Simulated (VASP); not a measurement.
# WS2 (WS2 (P6_3/mmc)) in VASP: single point with PBE

Aim: the single point of WS2 (WS2 (P6_3/mmc)) with PBE.

Everything below comes from runs of VASP 6.6.1. Logs are shortened: lines on timing, memory, paths and dates and some standing lists are left out, and cuts for length are marked.

**1. The cell of the first run**

The typed cell holds 6 atoms: a = 3.127 Å, b = 3.127 Å, c = 12.165 Å, α = 90.00°, β = 90.00°, γ = 120.00°.

**2. Single point, PBE**

Contents of INCAR:

```
SYSTEM = WS2
PREC = Accurate
ENCUT = 500
EDIFF = 1E-6
ISMEAR = -1
SIGMA = 0.01
LREAL = .FALSE.
LASPH = .TRUE.
NELM = 120
ALGO = Normal
ISIF = 2
LWAVE = .FALSE.
LCHARG = .FALSE.
GGA = PE
NBANDS = 35
GGA_COMPAT = .FALSE.
```

Contents of KPOINTS:

```
Automatic mesh
0
Gamma
  3 3 1
  0.25 0.25 0.25
```

Contents of POSCAR:

```
WS2
1.0
    3.1270831540     -0.0000000285      0.0000000000
   -1.5635415523      2.7081334653      0.0000000000
    0.0000000000      0.0000000000     12.1647637100
W S
2 4
Direct
    0.3341638971      0.6658361029      0.2500000000
    0.6658361029      0.3341638971      0.7500000000
    0.3339419863      0.6662449874      0.6193501716
    0.6662449874      0.3339419863      0.1193501716
    0.3337550126      0.6660580137      0.8806498284
    0.6660580137      0.3337550126      0.3806498284
```

Potentials or basis: VASP PAW PBE potentials, release 64 (W_sv, S).

Launch:

```bash
> cat potpaw_PBE.64/W_sv/POTCAR potpaw_PBE.64/S/POTCAR > POTCAR
> mpirun -np 1 vasp_std > vasp.out
```

OUTCAR:

```text
SYSTEM = WS2
   PREC = Accurate
   ENCUT = 500
   EDIFF = 1E-6
   ISMEAR = -1
   LREAL = .FALSE.
   LASPH = .TRUE.
   NELM = 120
   ISIF = 2
   GGA = PE

 ion  position               nearest neighbor table
   1  0.334  0.666  0.250-   6 2.40   4 2.40   6 2.41   4 2.41   4 2.41   6 2.41
   2  0.666  0.334  0.750-   3 2.40   5 2.40   3 2.41   5 2.41   5 2.41   3 2.41
   3  0.334  0.666  0.619-   2 2.40   2 2.41   2 2.41
   4  0.666  0.334  0.119-   1 2.40   1 2.41   1 2.41
   5  0.334  0.666  0.881-   2 2.40   2 2.41   2 2.41
   6  0.666  0.334  0.381-   1 2.40   1 2.41   1 2.41

  LATTYP: Found a hexagonal cell.
 ALAT       =     3.1270831540
 C/A-ratio  =     3.8901311896

  Lattice vectors:

 A1 = (   3.1270831540,  -0.0000000285,   0.0000000000)
 A2 = (  -1.5635415523,   2.7081334653,   0.0000000000)
 A3 = (   0.0000000000,   0.0000000000,  12.1647637100)

Analysis of symmetry for initial positions (statically):
=====================================================================
 Subroutine PRICEL returns:
 Original cell was already a primitive cell.

 Routine SETGRP: Setting up the symmetry group for a
 hexagonal supercell.

 Subroutine GETGRP returns: Found  4 space group operations
 (whereof  2 operations were pure point group operations)
 out of a pool of 24 trial point group operations.

The static configuration has the point symmetry S_2 .
 The point group associated with its full space group is C_2h.

Analysis of symmetry for dynamics (positions and initial velocities):
=====================================================================
 Subroutine PRICEL returns:
 Original cell was already a primitive cell.

 Routine SETGRP: Setting up the symmetry group for a
 hexagonal supercell.

 Subroutine GETGRP returns: Found  4 space group operations
 (whereof  2 operations were pure point group operations)
 out of a pool of 24 trial point group operations.

The dynamic configuration has the point symmetry S_2 .
 The point group associated with its full space group is C_2h.

 Subroutine INISYM returns: Found  4 space group operations
 (whereof  2 operations are pure point group operations),
[... 92 lines left out ...]
   NGX,Y,Z   is equivalent  to a cutoff of  12.76, 12.76, 12.30 a.u.
   NGXF,Y,Z  is equivalent  to a cutoff of  25.52, 25.52, 24.60 a.u.
 SYSTEM =  WS2
   PREC   = accura    normal or accurate (medium, high low for compatibility)
   ISTART =      0    job   : 0-new  1-cont  2-samecut
   ICHARG =      2    charge: 1-file 2-atom 10-const
   ISPIN  =      1    spin polarized calculation?
   LNONCOLLINEAR =      F non collinear calculations
   LSORBIT =      F    spin-orbit coupling
   LASPH  =      T    aspherical Exc in radial PAW
   ENCUT  =  500.0 eV  36.75 Ry    6.06 a.u.   5.70  5.70 22.18*2*pi/ulx,y,z
   NELM   =    120;   NELMIN=  2; NELMDL= -5     # of ELM steps
   EDIFF  = 0.1E-05   stopping-criterion for ELM
   LREAL  =      F    real-space projection
[... 7 lines left out ...]
   TEBEG  =    0.0;   TEEND  =   0.0 temperature during run
   PSTRESS=    0.0 pullay stress
   NELECT =      52.0000    total number of electrons
   NUPDOWN=      -1.0000    fix difference up-down
   EMIN   =  10.00;   EMAX   =-10.00  energy-range for DOS
   EFERMI =   0.00;   METHOD = LEGACY
   ISMEAR =    -1;   SIGMA  =   0.01  broadening in eV -4-tet -1-fermi 0-gaus
   EFERMI_NEDOS =   21; number of points for ismear=-14 and -15
   IALGO  =     38    algorithm
   IMIX   =      4    mixing-type and parameters
     AMIX     =   0.40;   BMIX     =  1.00
     AMIX_MAG =   1.60;   BMIX_MAG =  1.00
  volume/ion in A,a.u.               =      17.17       115.87
  Fermi-wavevector in a.u.,A,eV,Ry     =   1.303482  2.463223 23.117171  1.699064
  Thomas-Fermi vector in A             =   2.434481
   LORBIT       =      0    0 simple, 1 ext, 2 COOP (PROOUT), +10 PAW based schemes
   GGA     = PE    functional components
   LHFCALC =     F    Hartree Fock is set to
   AEXX    =    0.0000 exact exchange contribution
   IVDW    =     0    specifies the selected vdW correction
   LEPSILON=     F    determine dielectric tensor
   LRPA    =     F    only Hartree local field effects (RPA)
 non-spin polarized calculation
  energy-cutoff  :      500.00
  volume of cell :      103.02
 maximum number of plane-waves:      2622
   NGX = 11   NGY = 11   NGZ = 45

 number of electron      52.0000003 magnetization

 Free energy of the ion-electron system (eV)
  ---------------------------------------------------
  ext. energy  EPLUGINS =         0.00000000
  ---------------------------------------------------
  free energy    TOTEN  =       -47.17011970 eV

  energy without entropy =      -47.17011970  energy(sigma->0) =      -47.17011970

 E-fermi :   7.4702     XC(G=0): -11.1674

 val. band max:        7.1676582677   @ k =  -0.0833  -0.0833   0.2500
 cond. band min:       9.0586145209   @ k =   0.1667   0.2500   0.2500
 fundamental gap:      1.8909562532
 Fermi energy:         7.4701948356

 k-point     1 :       0.0833    0.0833    0.2500
  band No.  band energies     occupation
      1     -66.7355      2.00000
      2     -66.7355      2.00000
      3     -30.9858      2.00000
      4     -30.9858      2.00000
      5     -30.8839      2.00000
      6     -30.8839      2.00000
[... 901 lines left out ...]
     34      12.5299      0.00000
     35      14.2042      0.00000

 [... further k-points ...]

------------------------ aborting loop because EDIFF is reached ----------------------------------------

  FORCE on cell =-STRESS in cart. coord.  units (eV):
  Direction    XX          YY          ZZ          XY          YZ          ZX
  --------------------------------------------------------------------------------------
  -------------------------------------------------------------------------------------
  Total        4.0128788      3.9042381      2.6043960     -0.0940856      0.0150914      0.0087130
  in kB       62.4098954     60.7202724     40.5046085     -1.4632565      0.2347075      0.1355083
  external PRESSURE =      54.5449255 kB  Pullay stress =       0.0000000 kB

 VOLUME and BASIS-vectors are now :
 -----------------------------------------------------------------------------
  energy-cutoff  :      500.00
  volume of cell :      103.02
      direct lattice vectors                 reciprocal lattice vectors
     3.127083154 -0.000000029  0.000000000     0.319786829  0.184629008  0.000000000
    -1.563541552  2.708133465  0.000000000     0.000000003  0.369258021  0.000000000
     0.000000000  0.000000000 12.164763710     0.000000000  0.000000000  0.082204638

 POSITION                                       TOTAL-FORCE (eV/Angst)
 -----------------------------------------------------------------------------------
      0.00390      1.80317      3.04119        -0.131092      0.075686     -0.000000
      1.55965      0.90496      9.12357         0.131092     -0.075686      0.000000
      0.00256      1.80428      7.53425        -0.066866      0.035232     -0.000083
      1.56127      0.90436      1.45187         0.063945     -0.040292     -0.000083
      0.00227      1.80377     10.71290        -0.063945      0.040292      0.000083
      1.56098      0.90385      4.63052         0.066866     -0.035232      0.000083
 -----------------------------------------------------------------------------------
    total drift:                                0.000000      0.000000      0.000000

  FREE ENERGIE OF THE ION-ELECTRON SYSTEM (eV)
  ---------------------------------------------------
  free  energy   TOTEN  =       -47.1701196959 eV

  energy  without entropy=      -47.1701196959  energy(sigma->0) =      -47.17011970
```

It took 2.5 min on 1 thread of Intel Xeon 8259CL, shared host; peak memory 0.26 GiB.

Results:

- Free energy: -47.1701 eV
- Pressure: 5.5 GPa
- Largest force: 0.151 eV/Å
- Band gap on the k mesh: 1.89 eV, indirect (least direct gap 2.43 eV)

Forces on the atoms (eV/Å):
```
W   -0.131  0.076  0.000
W    0.131 -0.076  0.000
S   -0.067  0.035  0.000
S    0.064 -0.040  0.000
S   -0.064  0.040  0.000
S    0.067 -0.035  0.000
```

Stress tensor (GPa, compression positive):
```
 6.24 -0.15  0.01
-0.15  6.07  0.02
 0.01  0.02  4.05
```

Levels at points of the mesh, in eV from the valence-band top:
```tsv
k point	band 22	band 23	band 24	band 25	band 26	band 27	band 28	band 29	band 30	band 31
(0.08, 0.08, 0.25)	-2.03	-1.35	-1.01	-0.28	0.00	2.43	2.74	2.80	2.94	3.01
```

Caveat: the k points lie up to 0.77 Å⁻¹ apart; spin-orbit coupling is left out, which moves the levels of the heavy elements. A k mesh can miss the band edges.
